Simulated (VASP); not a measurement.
# TiPt3 (Pm-3m) in VASP: single point with PBEsol

Aim: the single point of TiPt3 with PBEsol.

Everything below comes from runs of VASP 6.6.1. Logs are shortened: lines on timing, memory, paths and dates and some standing lists are left out, and cuts for length are marked.

### 1 The cell of the first run

Symmetry: Pm-3m, No. 221, cubic system. The conventional cell has a = 3.897 Å, b = 3.897 Å, c = 3.897 Å, α = 90.00°, β = 90.00°, γ = 90.00°. Within 3.6 Å of Ti (site symmetry m-3m) lie 12 Pt at 2.76 Å. Within 3.6 Å of Pt (site symmetry 4/mmm) lie 4 Ti at 2.76 Å and 8 Pt at 2.76 Å.

### 2 Single point, PBEsol

INCAR

```
PREC = Accurate
ENCUT = 500
EDIFF = 1E-6
ISMEAR = 1
SIGMA = 0.1
LREAL = False
LASPH = True
NELM = 120
ALGO = Normal
ISIF = 2
LWAVE = False
LCHARG = True
GGA = PS
LELF = True
LVHAR = True
NBANDS = 29
GGA_COMPAT = False
```

KPOINTS

```
Automatic mesh
0
Gamma
  11 11 11
```

POSCAR

```
TiPt3
1.0
    3.8970000000      0.0000000000      0.0000000000
    0.0000000000      3.8970000000      0.0000000000
    0.0000000000      0.0000000000      3.8970000000
Ti Pt
1 3
Direct
    0.0000000000      0.0000000000      0.0000000000
    0.0000000000      0.5000000000      0.5000000000
    0.5000000000      0.0000000000      0.5000000000
    0.5000000000      0.5000000000      0.0000000000
```

Potentials or basis: VASP PAW PBE potentials, release 64 (Ti_sv, Pt).

On the command line:

```bash
> cat potpaw_PBE.64/Ti_sv/POTCAR potpaw_PBE.64/Pt/POTCAR > POTCAR
> mpirun -np 1 vasp_std > vasp.out
```

OUTCAR:

```text
PREC = Accurate
   ENCUT = 500
   EDIFF = 1E-6
   ISMEAR = 1
   LREAL = False
   LASPH = True
   NELM = 120
   ISIF = 2
   GGA = PS

 ion  position               nearest neighbor table
   1  0.000  0.000  0.000-   2 2.76   3 2.76   4 2.76   2 2.76   3 2.76   2 2.76   4 2.76   2 2.76
                             3 2.76   4 2.76   3 2.76   4 2.76
   2  0.000  0.500  0.500-   1 2.76   3 2.76   4 2.76   1 2.76   4 2.76   1 2.76   3 2.76   1 2.76
                             3 2.76   4 2.76   4 2.76   3 2.76
   3  0.500  0.000  0.500-   1 2.76   2 2.76   4 2.76   1 2.76   4 2.76   2 2.76   4 2.76   4 2.76
                             1 2.76   2 2.76   1 2.76   2 2.76
   4  0.500  0.500  0.000-   1 2.76   2 2.76   3 2.76   2 2.76   3 2.76   1 2.76   3 2.76   3 2.76
                             1 2.76   2 2.76   2 2.76   1 2.76

  LATTYP: Found a simple cubic cell.
 ALAT       =     3.8970000000

  Lattice vectors:

 A1 = (   3.8970000000,   0.0000000000,   0.0000000000)
 A2 = (   0.0000000000,   3.8970000000,   0.0000000000)
 A3 = (   0.0000000000,   0.0000000000,   3.8970000000)

Analysis of symmetry for initial positions (statically):
=====================================================================
 Subroutine PRICEL returns:
 Original cell was already a primitive cell.

 Routine SETGRP: Setting up the symmetry group for a
 simple cubic supercell.

 Subroutine GETGRP returns: Found 48 space group operations
 (whereof 48 operations were pure point group operations)
 out of a pool of 48 trial point group operations.

The static configuration has the point symmetry O_h .

Analysis of symmetry for dynamics (positions and initial velocities):
=====================================================================
 Subroutine PRICEL returns:
 Original cell was already a primitive cell.

 Routine SETGRP: Setting up the symmetry group for a
 simple cubic supercell.

 Subroutine GETGRP returns: Found 48 space group operations
 (whereof 48 operations were pure point group operations)
 out of a pool of 48 trial point group operations.

The dynamic configuration has the point symmetry O_h .

 Subroutine INISYM returns: Found 48 space group operations
 (whereof 48 operations are pure point group operations),
 and found     1 'primitive' translations

----------------------------------------------------------------------------------------

                                     Primitive cell

  volume of cell :      59.1822

[... 91 lines left out ...]
   NELM   =    120;   NELMIN=  2; NELMDL= -5     # of ELM steps
   EDIFF  = 0.1E-05   stopping-criterion for ELM
   LREAL  =      F    real-space projection
   EDIFFG = 0.1E-04   stopping-criterion for IOM
   NSW    =      0    number of steps for IOM
   IBRION =     -1    ionic relax: 0-MD 1-quasi-New 2-CG
   NFREE  =      0    steps in history (QN), initial steepest desc. (CG)
   ISIF   =      2    stress and relaxation
   ISYM   =      2    0-nonsym 1-usesym 2-fastsym
   POTIM  = 0.5000    time-step for ionic-motion
   TEBEG  =    0.0;   TEEND  =   0.0 temperature during run
   PSTRESS=    0.0 pullay stress
   NELECT =      42.0000    total number of electrons
   NUPDOWN=      -1.0000    fix difference up-down
   EMIN   =  10.00;   EMAX   =-10.00  energy-range for DOS
   EFERMI =   0.00;   METHOD = LEGACY
   ISMEAR =     1;   SIGMA  =   0.10  broadening in eV -4-tet -1-fermi 0-gaus
   EFERMI_NEDOS =   21; number of points for ismear=-14 and -15
   IALGO  =     38    algorithm
   IMIX   =      4    mixing-type and parameters
     AMIX     =   0.40;   BMIX     =  1.00
     AMIX_MAG =   1.60;   BMIX_MAG =  1.00
  volume/ion in A,a.u.               =      14.80        99.85
  Fermi-wavevector in a.u.,A,eV,Ry     =   1.460251  2.759474 29.012153  2.132333
  Thomas-Fermi vector in A             =   2.576723
   LORBIT       =      0    0 simple, 1 ext, 2 COOP (PROOUT), +10 PAW based schemes
   GGA     = PS    functional components
   LHFCALC =     F    Hartree Fock is set to
   AEXX    =    0.0000 exact exchange contribution
   IVDW    =     0    specifies the selected vdW correction
   LEPSILON=     F    determine dielectric tensor
   LRPA    =     F    only Hartree local field effects (RPA)
 non-spin polarized calculation
 Methfessel and Paxton  Order N= 1 SIGMA  =   0.10
  energy-cutoff  :      500.00
  volume of cell :       59.18
 maximum number of plane-waves:      1516
   NGX = 15   NGY = 15   NGZ = 15

 number of electron      42.0000011 magnetization

 Free energy of the ion-electron system (eV)
  ---------------------------------------------------
  ext. energy  EPLUGINS =         0.00000000
  ---------------------------------------------------
  free energy    TOTEN  =       -32.76089128 eV

  energy without entropy =      -32.76215599  energy(sigma->0) =      -32.76131285

 E-fermi :  11.7069     XC(G=0): -13.4236

 val. band max:       11.6745224257   @ k =   0.4545   0.0909   0.0000
 cond. band min:      11.7271213644   @ k =   0.4545   0.4545   0.4545
 fundamental gap:      0.0525989387
 Fermi energy:        11.7069156122

 k-point     1 :       0.0000    0.0000    0.0000
  band No.  band energies     occupation
      1     -46.2552      2.00000
      2     -22.5749      2.00000
      3     -22.5749      2.00000
      4     -22.5749      2.00000
      5       1.4176      2.00000
      6       4.2528      2.00000
[... 757 lines left out ...]
     28      16.5322      0.00000
     29      19.1424      0.00000

 [... further k-points ...]

------------------------ aborting loop because EDIFF is reached ----------------------------------------

  FORCE on cell =-STRESS in cart. coord.  units (eV):
  Direction    XX          YY          ZZ          XY          YZ          ZX
  --------------------------------------------------------------------------------------
  -------------------------------------------------------------------------------------
  Total        0.0772711      0.0772711      0.0772711      0.0000000     -0.0000000      0.0000000
  in kB        2.0918793      2.0918793      2.0918793      0.0000000     -0.0000000      0.0000000
  external PRESSURE =       2.0918793 kB  Pullay stress =       0.0000000 kB

 VOLUME and BASIS-vectors are now :
 -----------------------------------------------------------------------------
  energy-cutoff  :      500.00
  volume of cell :       59.18
      direct lattice vectors                 reciprocal lattice vectors
     3.897000000  0.000000000  0.000000000     0.256607647  0.000000000  0.000000000
     0.000000000  3.897000000  0.000000000     0.000000000  0.256607647  0.000000000
     0.000000000  0.000000000  3.897000000     0.000000000  0.000000000  0.256607647

 POSITION                                       TOTAL-FORCE (eV/Angst)
 -----------------------------------------------------------------------------------
      0.00000      0.00000      0.00000         0.000000      0.000000      0.000000
      0.00000      1.94850      1.94850         0.000000      0.000000      0.000000
      1.94850      0.00000      1.94850         0.000000      0.000000      0.000000
      1.94850      1.94850      0.00000         0.000000      0.000000      0.000000
 -----------------------------------------------------------------------------------
    total drift:                                0.000000      0.000000      0.000000

  FREE ENERGIE OF THE ION-ELECTRON SYSTEM (eV)
  ---------------------------------------------------
  free  energy   TOTEN  =       -32.7608912822 eV

  energy  without entropy=      -32.7621559857  energy(sigma->0) =      -32.76131285
```

OSZICAR:

```text
N       E                     dE             d eps       ncg     rms          rms(c)
DAV:   1     0.366196435977E+03    0.36620E+03   -0.20404E+04  3248   0.152E+03
DAV:   2    -0.899478294924E+01   -0.37519E+03   -0.35634E+03  3438   0.398E+02
DAV:   3    -0.352253277702E+02   -0.26231E+02   -0.24883E+02  3962   0.101E+02
DAV:   4    -0.361662621471E+02   -0.94093E+00   -0.93694E+00  4059   0.179E+01
DAV:   5    -0.361930525004E+02   -0.26790E-01   -0.26788E-01  3953   0.291E+00    0.234E+01
DAV:   6    -0.339418687764E+02    0.22512E+01   -0.10417E+01  3512   0.289E+01    0.132E+01
DAV:   7    -0.338410424780E+02    0.10083E+00   -0.19825E+01  4125   0.285E+01    0.107E+01
DAV:   8    -0.328848189012E+02    0.95622E+00   -0.10501E+00  3487   0.995E+00    0.431E+00
DAV:   9    -0.328638993194E+02    0.20920E-01   -0.14968E+00  4580   0.712E+00    0.327E+00
DAV:  10    -0.327611186214E+02    0.10278E+00   -0.42000E-01  3761   0.456E+00    0.386E-01
DAV:  11    -0.327642909457E+02   -0.31723E-02   -0.72135E-03  3738   0.656E-01    0.558E-01
DAV:  12    -0.327608768747E+02    0.34141E-02   -0.13511E-02  4260   0.733E-01    0.197E-02
DAV:  13    -0.327608988627E+02   -0.21988E-04   -0.17985E-04  3526   0.101E-01    0.295E-02
DAV:  14    -0.327608914804E+02    0.73823E-05   -0.57691E-05  3829   0.551E-02    0.110E-02
DAV:  15    -0.327608912822E+02    0.19820E-06   -0.43303E-06  3176   0.193E-02
   1 F= -.32760891E+02 E0= -.32761313E+02  d E =0.126470E-02
```

It took 1.9 min on 1 thread of Intel Xeon 8259CL, shared host; peak memory 0.21 GiB.

What came out:

```yaml
Free_energy: -32.7609 eV
Pressure: 0.2 GPa
Band_gap_on_the_k_mesh: zero (bands 21 and 22 overlap by 1.57 eV)
```

Caveat: the PAW data sets were made with another functional, which shifts forces and pressure a little; spin-orbit coupling is left out, which moves the levels of the heavy elements.

The gap in the log of VASP goes by the Fermi energy; the results here count the filled bands.